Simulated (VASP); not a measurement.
# MgS in VASP: settings compared, part 2 of 2

VASP 6.6.1. Earlier steps stand in the parts before.

## Step 3: Single point, HSE06 (biaxial xy strain -5.4%)

Contents of POSCAR:

```
MgS
1.0
    0.0000000000      2.4620765756      2.6015179370
    2.4620765756      0.0000000000      2.6015179370
    2.4620765756      2.4620765756      0.0000000000
Mg S
1 1
Direct
    0.0000000000      0.0000000000      0.0000000000
    0.5000000000      0.5000000000      0.5000000000
```

Contents of INCAR.step1:

```
PREC     = Accurate       # precision mode
ENCUT    = 520            # plane-wave cutoff, eV
EDIFF    = 1E-5           # SCF threshold, eV
ISMEAR   = 0              # smearing method
SIGMA    = 0.01           # smearing width, eV
LREAL    = F              # projectors in reciprocal space
LASPH    = T              # aspherical terms in the spheres
NELM     = 80             # most SCF steps
ALGO     = Normal         # electronic algorithm
ISIF     = 2              # what is computed and relaxed
LWAVE    = T              # write WAVECAR
LCHARG   = F              # write CHGCAR
NBANDS   = 11             # bands
GGA      = PE             # functional
```

Contents of INCAR.step2:

```
PREC     = Accurate       # precision mode
ENCUT    = 520            # plane-wave cutoff, eV
EDIFF    = 1E-6           # SCF threshold, eV
ISMEAR   = 0              # smearing method
SIGMA    = 0.01           # smearing width, eV
LREAL    = F              # projectors in reciprocal space
LASPH    = T              # aspherical terms in the spheres
NELM     = 80             # most SCF steps
ALGO     = Normal         # electronic algorithm
ISIF     = 2              # what is computed and relaxed
LWAVE    = F              # write WAVECAR
LCHARG   = F              # write CHGCAR
GGA      = PE             # functional
LHFCALC  = T              # exact exchange
HFSCREEN = 0.2079         # screening, 1/A
PRECFOCK = Normal       
NBANDS   = 11             # bands
ISTART   = 1
```

Contents of KPOINTS:

```
regular mesh
0
Gamma
  6 6 6
```

Potentials or basis: VASP PAW PBE potentials, release 64 (Mg, S).

The run is started by

```sh
> cat potpaw_PBE.64/Mg/POTCAR potpaw_PBE.64/S/POTCAR > POTCAR
> cp INCAR.step1 INCAR
> mpirun -np 1 vasp_std > vasp.out
> cp INCAR.step2 INCAR
> mpirun -np 1 vasp_std > vasp.out
```

OUTCAR:

```text
PREC = Accurate
   ENCUT = 520
   EDIFF = 1E-6
   ISMEAR = 0
   LREAL = F
   LASPH = T
   NELM = 80
   ISIF = 2
   GGA = PE
   LHFCALC = T
   HFSCREEN = 0.2079
   PRECFOCK = Normal
   ISTART = 1

 ion  position               nearest neighbor table
   1  0.000  0.000  0.000-   2 2.46   2 2.46   2 2.46   2 2.46   2 2.60   2 2.60
   2  0.500  0.500  0.500-   1 2.46   1 2.46   1 2.46   1 2.46   1 2.60   1 2.60

[... 535 lines left out ...]

 [... further k-points ...]

------------------------ aborting loop because EDIFF is reached ----------------------------------------

  FORCE on cell =-STRESS in cart. coord.  units (eV):
  Direction    XX          YY          ZZ          XY          YZ          ZX
  --------------------------------------------------------------------------------------
  -------------------------------------------------------------------------------------
  Total        2.7341373      2.7341373      0.8757266      0.0000000      0.0000000      0.0000000
  in kB      138.8899956    138.8899956     44.4855708      0.0000000      0.0000000      0.0000000
  external PRESSURE =     107.4218540 kB  Pullay stress =       0.0000000 kB

 VOLUME and BASIS-vectors are now :
 -----------------------------------------------------------------------------
  energy-cutoff  :      520.00
  volume of cell :       31.54
      direct lattice vectors                 reciprocal lattice vectors
     0.000000000  2.462076576  2.601517937    -0.203080605  0.203080605  0.192195484
     2.462076576  0.000000000  2.601517937     0.203080605 -0.203080605  0.192195484
     2.462076576  2.462076576  0.000000000     0.203080605  0.203080605 -0.192195484

 POSITION                                       TOTAL-FORCE (eV/Angst)
 -----------------------------------------------------------------------------------
      0.00000      0.00000      0.00000         0.000000      0.000000     -0.000000
      2.46208      2.46208      2.60152         0.000000      0.000000      0.000000
 -----------------------------------------------------------------------------------
    total drift:                                0.000000      0.000000      0.000000

  FREE ENERGIE OF THE ION-ELECTRON SYSTEM (eV)
  ---------------------------------------------------
  free  energy   TOTEN  =        -9.7550499576 eV

  energy  without entropy=       -9.7550499576  energy(sigma->0) =       -9.75504996
```

OSZICAR.step1:

```text
N       E                     dE             d eps       ncg     rms          rms(c)
DAV:   1     0.221429286200E+02    0.22143E+02   -0.37836E+03   708   0.610E+02
DAV:   2    -0.738985057021E+01   -0.29533E+02   -0.27309E+02   856   0.103E+02
DAV:   3    -0.870130628568E+01   -0.13115E+01   -0.13095E+01   842   0.223E+01
DAV:   4    -0.870805950131E+01   -0.67532E-02   -0.67526E-02   803   0.185E+00
DAV:   5    -0.870810964214E+01   -0.50141E-04   -0.50140E-04   787   0.164E-01    0.499E+00
DAV:   6    -0.837072445953E+01    0.33739E+00   -0.66433E-01   723   0.338E+00    0.393E+00
DAV:   7    -0.832940904848E+01    0.41315E-01   -0.22093E-01   777   0.211E+00    0.250E+00
DAV:   8    -0.832994859003E+01   -0.53954E-03   -0.12064E-02   717   0.675E-01    0.104E+00
DAV:   9    -0.832976118021E+01    0.18741E-03   -0.60612E-04   771   0.151E-01    0.308E-01
DAV:  10    -0.832977724728E+01   -0.16067E-04   -0.13769E-04   765   0.565E-02    0.347E-02
DAV:  11    -0.832977459248E+01    0.26548E-05   -0.16251E-05   579   0.187E-02
   1 F= -.83297746E+01 E0= -.83297746E+01  d E =-.101112E-76
```

Run time: 7.1 min. Hardware: 1 thread of Intel Xeon 6975P-C (Granite Rapids), shared host; peak memory 0.27 GiB.

What came out:

* Free energy: -9.7550 eV
* Pressure: 10.7 GPa
* Band gap on the k mesh: 3.77 eV, indirect (least direct gap 5.63 eV)

Caveat: the cell differs from its parent crystal (biaxial xy strain -5.4%); the PAW data sets were made with another functional, which shifts forces and pressure a little. A k mesh can miss the band edges.

## Step 4: Single point, HSE06 (uniaxial x strain +0.3%)

Contents of POSCAR:

```
MgS
1.0
    0.0000000000      2.6015179370      2.6015179370
    2.6106232498      0.0000000000      2.6015179370
    2.6106232498      2.6015179370      0.0000000000
Mg S
1 1
Direct
    0.0000000000      0.0000000000      0.0000000000
    0.5000000000      0.5000000000      0.5000000000
```

Contents of INCAR.step1:

```
  PREC = Accurate
  ENCUT = 520
  EDIFF = 1E-5
  ISMEAR = 0
  SIGMA = 0.01
  LREAL = False
  LASPH = True
  NELM = 60
  ALGO = Normal
  ISIF = 2
  LWAVE = True
  NBANDS = 11
  GGA = PE
```

Contents of INCAR.step2:

```
  PREC = Accurate
  ENCUT = 520
  EDIFF = 1E-6
  ISMEAR = 0
  SIGMA = 0.01
  LREAL = False
  LASPH = True
  NELM = 60
  ALGO = Normal
  ISIF = 2
  LWAVE = False
  LCHARG = True
  GGA = PE
  LHFCALC = True
  HFSCREEN = 0.2079
  PRECFOCK = Normal
  LELF = True
  LVHAR = True
  NBANDS = 11
  ISTART = 1
```

KPOINTS is that of step 3.

The run is started by

```sh
> cat potpaw_PBE.64/Mg/POTCAR potpaw_PBE.64/S/POTCAR > POTCAR
> cp INCAR.step1 INCAR
> mpirun -np 1 vasp_std > vasp.out
> cp INCAR.step2 INCAR
> mpirun -np 1 vasp_std > vasp.out
```

It took 9.9 min on 1 thread of Intel Xeon 6975P-C (Granite Rapids), shared host; peak memory 0.28 GiB.

It converged, with:

```
Free energy            : -9.8863 eV
Pressure               : -1.0 GPa
Band gap on the k mesh : 3.73 eV, indirect (least direct gap 4.75 eV)
```

Stress tensor (GPa, compression positive):
```
-1.22  0.00  0.00
 0.00 -0.87  0.00
 0.00  0.00 -0.87
```

Levels at points of the mesh, in eV from the valence-band top:
```tsv
k point	band 1	band 2	band 3	band 4	band 5	band 6	band 7	band 8
(0.00, 0.00, 0.00)	-13.95	-0.02	-0.02	0.00	4.75	9.07	9.11	9.11
(0.50, 0.00, 0.00)	-12.53	-5.26	-0.66	-0.65	5.54	8.02	8.06	11.54
(0.50, 0.50, 0.00)	-12.12	-4.59	-1.87	-1.84	3.73	5.33	13.49	14.32
(0.00, 0.50, 0.50)	-12.13	-4.59	-1.84	-1.84	3.74	5.35	13.45	14.31
```

Caveat: the cell differs from its parent crystal (uniaxial x strain +0.3%); the PAW data sets were made with another functional, which shifts forces and pressure a little.

## Step 5: Summary

```csv
level,cell,k mesh,grid for exact exchange (PRECFOCK),screening parameter,gap on the mesh (eV),pressure (GPa)
r2SCAN,"a = 3.558 Å, angles 62.3°, 2 atoms",8 × 8 × 8,-,-,3.16,4.1
HSE06,"a = 3.582, b = 3.582, c = 3.482 Å, angles 60.9, 60.9, 58.2°, 2 atoms",6 × 6 × 6,Normal,0.2079 1/Å,3.77,10.7
HSE06,"a = 3.679, b = 3.686, c = 3.686 Å, angles 59.9, 60.1, 60.1°, 2 atoms",6 × 6 × 6,Normal,0.2079 1/Å,3.73,-1.0
```

Alike in all rows: task single point; potentials or basis VASP PAW PBE potentials, release 64 (Mg, S); no spin polarisation; cutoff (eV) 520; smearing gaussian 0.01 eV.

Caveats: the PAW data sets were made with another functional, which shifts forces and pressure a little.

Total energies depend on the potentials used, so only differences within one code and one set of settings carry meaning.
